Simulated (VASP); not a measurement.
Crystal: Ag3SnSe.

```
Ag Sn Se
1.0
     4.90259    0.00000    0.00000
     0.00000    4.90259    0.00000
     0.00000    0.00000    4.90259
Ag Sn Se
3 1 1
Cartesian
  2.4513 0.0000 2.4513
  0.0000 2.4513 2.4513
  2.4513 2.4513 0.0000
  0.0000 0.0000 0.0000
  2.4513 2.4513 2.4513
```

| Property | Result |
| --- | --- |
| Program | VASP 6.6.1 |
| Task | relaxation of cell and atoms |
| Functional | PBE |
| Potentials or basis | VASP PAW PBE potentials, release 64 (Ag, Sn_d, Se) |
| Cutoff | 600 eV |
| k mesh | 4 × 4 × 4 |
| Occupations | gaussian, width 0.1 eV |
| Spin | no spin polarisation |

At the start: pressure 5.9 GPa; volume 23.57 Å³/atom.

Problem. Where does the relaxation end?

Solution. Over 3 steps the energy falls by 40.6 meV/atom and the volume is 25.99 Å³/atom (+10.3 %); space group Pm-3m (No. 221, to 0.05 Å).

The path:
```csv
step,energy change (eV),largest force (eV/Å),pressure (GPa),volume (Å³)
1,0.0000,0.0000,5.91,117.84
2,-0.1919,0.0000,-1.08,133.29
3,-0.2031,0.0000,0.03,129.96
```

Final structure:
```xyz
5
Lattice="5.0653 0.0000 0.0000 0.0000 5.0653 0.0000 0.0000 0.0000 5.0653" Properties=species:S:1:pos:R:3 pbc="T T T"
Ag    2.5326    0.0000    2.5326
Ag    0.0000    2.5326    2.5326
Ag    2.5326    2.5326    0.0000
Sn    0.0000    0.0000    0.0000
Se    2.5326    2.5326    2.5326
```
